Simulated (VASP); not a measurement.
# Al2W3 (I4/mmm) in VASP: notebook

Runs on Al2W3. Level: PBE. Tasks: single point.

All numbers are computed with VASP 6.6.1; they aren't measurements. Logs are shortened: lines on timing, memory, paths and dates and some standing lists are left out, and cuts for length are marked.

**1. The cell of the first run**

The structure is tetragonal, space group I4/mmm (No. 139). The conventional cell has a = 3.303 Å, b = 3.303 Å, c = 14.236 Å, α = 90.00°, β = 90.00°, γ = 90.00°. Al (site symmetry 4mm) has 9 W at 2.71 to 2.85 Å and 5 Al at 2.75 to 3.30 Å within 3.6 Å. Within 3.5 Å of W (site symmetry 4mm) lie 9 W at 2.69 to 3.30 Å and 5 Al at 2.79 to 2.85 Å. W (site symmetry 4/mmm) has 8 Al at 2.71 Å and 6 W at 2.90 to 3.30 Å within 3.6 Å.

**2. Single point, PBE**

INCAR reads:

```
PREC = Accurate
ENCUT = 520
EDIFF = 1E-7
ISMEAR = 0
SIGMA = 0.2
LREAL = F
LASPH = T
NELM = 100
ALGO = Normal
ISIF = 2
LWAVE = F
LCHARG = T
GGA = PE
LELF = T
LVHAR = T
NBANDS = 32
```

KPOINTS reads:

```
Automatic mesh
0
Gamma
  7 7 7
```

POSCAR reads:

```
Al2W3
1.0
   -1.6513012385      1.6513012385      7.1180121623
    1.6513012385     -1.6513012385      7.1180121623
    1.6513012385      1.6513012385     -7.1180121623
Al W
2 3
Direct
    0.4033489709      0.4033489709      0.0000000000
    0.5966510291      0.5966510291      0.0000000000
    0.2033952715      0.2033952715      0.0000000000
    0.7966047285      0.7966047285      0.0000000000
    0.0000000000      0.0000000000      0.0000000000
```

Potentials or basis: VASP PAW PBE potentials, release 64 (Al, W_sv).

Started as:

```bash
> cat potpaw_PBE.64/Al/POTCAR potpaw_PBE.64/W_sv/POTCAR > POTCAR
> mpirun -np 1 vasp_std > vasp.out
```

OUTCAR:

```text
PREC = Accurate
   ENCUT = 520
   EDIFF = 1E-7
   ISMEAR = 0
   LREAL = F
   LASPH = T
   NELM = 100
   ISIF = 2
   GGA = PE

 ion  position               nearest neighbor table
   1  0.403  0.403  0.000-   5 2.71   5 2.71   5 2.71   5 2.71   2 2.75   4 2.79   4 2.79   4 2.79
                             4 2.79   3 2.85
   2  0.597  0.597  0.000-   5 2.71   5 2.71   5 2.71   5 2.71   1 2.75   3 2.79   3 2.79   3 2.79
                             3 2.79   4 2.85
   3  0.203  0.203  0.000-   4 2.69   4 2.69   4 2.69   4 2.69   2 2.79   2 2.79   2 2.79   2 2.79
                             1 2.85   5 2.90
   4  0.797  0.797  0.000-   3 2.69   3 2.69   3 2.69   3 2.69   1 2.79   1 2.79   1 2.79   1 2.79
                             2 2.85   5 2.90
   5  0.000  0.000  0.000-   2 2.71   2 2.71   2 2.71   1 2.71   2 2.71   1 2.71   1 2.71   1 2.71
                             3 2.90   4 2.90

  LATTYP: Found a body centered tetragonal cell.
 ALAT       =     3.3026024770
 C/A-ratio  =     4.3105473407

  Lattice vectors:

 A1 = (  -1.6513012385,   1.6513012385,   7.1180121623)
 A2 = (   1.6513012385,  -1.6513012385,   7.1180121623)
 A3 = (   1.6513012385,   1.6513012385,  -7.1180121623)

Analysis of symmetry for initial positions (statically):
=====================================================================
 Subroutine PRICEL returns:
 Original cell was already a primitive cell.

 Routine SETGRP: Setting up the symmetry group for a
 body centered tetragonal supercell.

 Subroutine GETGRP returns: Found 16 space group operations
 (whereof 16 operations were pure point group operations)
 out of a pool of 16 trial point group operations.

The static configuration has the point symmetry D_4h.

Analysis of symmetry for dynamics (positions and initial velocities):
=====================================================================
 Subroutine PRICEL returns:
 Original cell was already a primitive cell.

 Routine SETGRP: Setting up the symmetry group for a
 body centered tetragonal supercell.

 Subroutine GETGRP returns: Found 16 space group operations
 (whereof 16 operations were pure point group operations)
 out of a pool of 16 trial point group operations.

The dynamic configuration has the point symmetry D_4h.

 Subroutine INISYM returns: Found 16 space group operations
 (whereof 16 operations are pure point group operations),
 and found     1 'primitive' translations

[... 94 lines left out ...]
   ISPIN  =      1    spin polarized calculation?
   LNONCOLLINEAR =      F non collinear calculations
   LSORBIT =      F    spin-orbit coupling
   LASPH  =      T    aspherical Exc in radial PAW
   ENCUT  =  520.0 eV  38.22 Ry    6.18 a.u.  13.93 13.93 13.93*2*pi/ulx,y,z
   NELM   =    100;   NELMIN=  2; NELMDL= -5     # of ELM steps
   EDIFF  = 0.1E-06   stopping-criterion for ELM
   LREAL  =      F    real-space projection
   EDIFFG = 0.1E-05   stopping-criterion for IOM
   NSW    =      0    number of steps for IOM
   IBRION =     -1    ionic relax: 0-MD 1-quasi-New 2-CG
   NFREE  =      0    steps in history (QN), initial steepest desc. (CG)
   ISIF   =      2    stress and relaxation
   ISYM   =      2    0-nonsym 1-usesym 2-fastsym
   POTIM  = 0.5000    time-step for ionic-motion
   TEBEG  =    0.0;   TEEND  =   0.0 temperature during run
   PSTRESS=    0.0 pullay stress
   NELECT =      48.0000    total number of electrons
   NUPDOWN=      -1.0000    fix difference up-down
   EMIN   =  10.00;   EMAX   =-10.00  energy-range for DOS
   EFERMI =   0.00;   METHOD = LEGACY
   ISMEAR =     0;   SIGMA  =   0.20  broadening in eV -4-tet -1-fermi 0-gaus
   EFERMI_NEDOS =   21; number of points for ismear=-14 and -15
   IALGO  =     38    algorithm
   IMIX   =      4    mixing-type and parameters
     AMIX     =   0.40;   BMIX     =  1.00
     AMIX_MAG =   1.60;   BMIX_MAG =  1.00
  volume/ion in A,a.u.               =      15.53       104.78
  Fermi-wavevector in a.u.,A,eV,Ry     =   1.394649  2.635504 26.463941  1.945045
  Thomas-Fermi vector in A             =   2.518177
   LORBIT       =      0    0 simple, 1 ext, 2 COOP (PROOUT), +10 PAW based schemes
   GGA     = PE    functional components
   LHFCALC =     F    Hartree Fock is set to
   AEXX    =    0.0000 exact exchange contribution
   IVDW    =     0    specifies the selected vdW correction
   LEPSILON=     F    determine dielectric tensor
   LRPA    =     F    only Hartree local field effects (RPA)
 non-spin polarized calculation
 Gauss-broadening in eV      SIGMA  =   0.20
  energy-cutoff  :      520.00
  volume of cell :       77.64
 maximum number of plane-waves:      2119
   NGX = 27   NGY = 27   NGZ = 27

 number of electron      48.0000002 magnetization

 Free energy of the ion-electron system (eV)
  ---------------------------------------------------
  ext. energy  EPLUGINS =         0.00000000
  ---------------------------------------------------
  free energy    TOTEN  =       -45.90111603 eV

  energy without entropy =      -45.83959051  energy(sigma->0) =      -45.87035327

 E-fermi :  10.1011     XC(G=0): -12.4362

 val. band max:       10.0262347344   @ k =  -0.1429   0.1429   0.0000
 cond. band min:      10.1118085847   @ k =  -0.2857   0.4286   0.2857
 fundamental gap:      0.0855738504
 Fermi energy:        10.1011281949

 k-point     1 :       0.0000    0.0000    0.0000
  band No.  band energies     occupation
      1     -63.7990      2.00000
      2     -63.6488      2.00000
      3     -63.4073      2.00000
      4     -28.2549      2.00000
      5     -28.2549      2.00000
      6     -28.0772      2.00000
[... 829 lines left out ...]
     31      13.7781      0.00000
     32      14.4014      0.00000

 [... further k-points ...]
[... 5 lines left out ...]
  --------------------------------------------------------------------------------------
  -------------------------------------------------------------------------------------
  Total        0.3297890      0.3297890      0.3521374      0.0000000      0.0000000      0.0000000
  in kB        6.8057407      6.8057407      7.2669367      0.0000000      0.0000000      0.0000000
  external PRESSURE =       6.9594727 kB  Pullay stress =       0.0000000 kB

 VOLUME and BASIS-vectors are now :
 -----------------------------------------------------------------------------
  energy-cutoff  :      520.00
  volume of cell :       77.64
      direct lattice vectors                 reciprocal lattice vectors
    -1.651301239  1.651301239  7.118012162     0.000000000  0.302791513  0.070244331
     1.651301239 -1.651301239  7.118012162     0.302791513  0.000000000  0.070244331
     1.651301239  1.651301239 -7.118012162     0.302791513  0.302791513  0.000000000

 POSITION                                       TOTAL-FORCE (eV/Angst)
 -----------------------------------------------------------------------------------
      0.00000      0.00000      5.74209        -0.000000     -0.000000      0.000547
      0.00000      0.00000      8.49394        -0.000000     -0.000000     -0.000547
      0.00000      0.00000      2.89554         0.000000      0.000000      0.011906
      0.00000      0.00000     11.34048         0.000000      0.000000     -0.011906
      0.00000      0.00000      0.00000        -0.000000     -0.000000     -0.000000
 -----------------------------------------------------------------------------------
    total drift:                               -0.000000      0.000000     -0.000000

  FREE ENERGIE OF THE ION-ELECTRON SYSTEM (eV)
  ---------------------------------------------------
  free  energy   TOTEN  =       -45.9011160266 eV

  energy  without entropy=      -45.8395905092  energy(sigma->0) =      -45.87035327
```

Run time: 5.6 min. Hardware: 1 thread of AMD EPYC 7R13 (Zen 3), shared host; peak memory 0.41 GiB.

Results:

* Free energy: -45.9011 eV
* Pressure: 0.7 GPa
* Largest force: 0.012 eV/Å
* Band gap on the k mesh: zero (band 24 reaches 10.76 eV, above the bottom of band 25 at 9.87 eV)

Forces on the atoms (eV/Å):
```
Al   0.000  0.000  0.001
Al   0.000  0.000 -0.001
W    0.000  0.000  0.012
W    0.000  0.000 -0.012
W    0.000  0.000  0.000
```

Levels at points of the mesh, in eV from the Fermi level:
| k point | band 21 | band 22 | band 23 | band 24 | band 25 | band 26 | band 27 | band 28 |
| --- | --- | --- | --- | --- | --- | --- | --- | --- |
| (0.00, 0.00, 0.00) | -1.31 | -1.00 | 0.09 | 0.09 | 0.41 | 0.85 | 0.85 | 1.36 |

Caveat: the k points lie up to 0.38 Å⁻¹ apart; spin-orbit coupling is left out, which moves the levels of the heavy elements.

**3. Single point, PBE**

This run uses another cell than the first one, of 15.68 Å³/atom, 1.010 times its volume.

INCAR reads:

```
SYSTEM = Al2W3
PREC = Accurate ; ENCUT = 520
EDIFF = 1E-6 ; ISMEAR = 0
SIGMA = 0.2 ; LREAL = .False.
LASPH = .True. ; NELM = 80
ALGO = Normal ; ISIF = 2
LWAVE = .False. ; LCHARG = .False.
GGA = PE ; NBANDS = 32
```

KPOINTS reads:

```
regular mesh
0
Gamma
  7 7 7
  0 0 0
```

POSCAR reads:

```
Al2W3
1.0
   -1.6119531191      1.6119531191      7.5416946849
    1.6119531191     -1.6119531191      7.5416946849
    1.6119531191      1.6119531191     -7.5416946849
Al W
2 3
Direct
    0.2003418480      0.2003418480      0.0000000000
    0.7996581520      0.7996581520      0.0000000000
    0.0000000000      0.0000000000      0.0000000000
    0.3992732713      0.3992732713      0.0000000000
    0.6007267287      0.6007267287      0.0000000000
```

Potentials or basis: VASP PAW PBE potentials, release 64 (Al, W_sv).

Started as:

```bash
> cat potpaw_PBE.64/Al/POTCAR potpaw_PBE.64/W_sv/POTCAR > POTCAR
> mpirun -np 1 vasp_std > vasp.out
```

Wall time 7.7 min (1 thread of AMD EPYC 7R13 (Zen 3), shared host); peak memory 0.47 GiB.

The run converged. Its results:

```yaml
Free_energy: -46.4223 eV
Pressure: 0.2 GPa
Largest_force: 0.030 eV/Å
Band_gap_on_the_k_mesh: zero (band 24 reaches 10.29 eV, above the bottom of band 25 at 9.32 eV)
```

Forces in eV/Å, atoms in the order of the input:
```
Al   0.000  0.000  0.011
Al   0.000  0.000 -0.011
W    0.000  0.000  0.000
W    0.000  0.000 -0.030
W    0.000  0.000  0.030
```

Levels at points of the mesh, in eV from the Fermi level:
```
           k point  band 22  band 23  band 24  band 25  band 26  band 27
(0.00, 0.00, 0.00)    -0.52     0.03     0.03     0.98     1.32     1.32
```

Caveat: the k points lie up to 0.39 Å⁻¹ apart; spin-orbit coupling is left out, which moves the levels of the heavy elements.
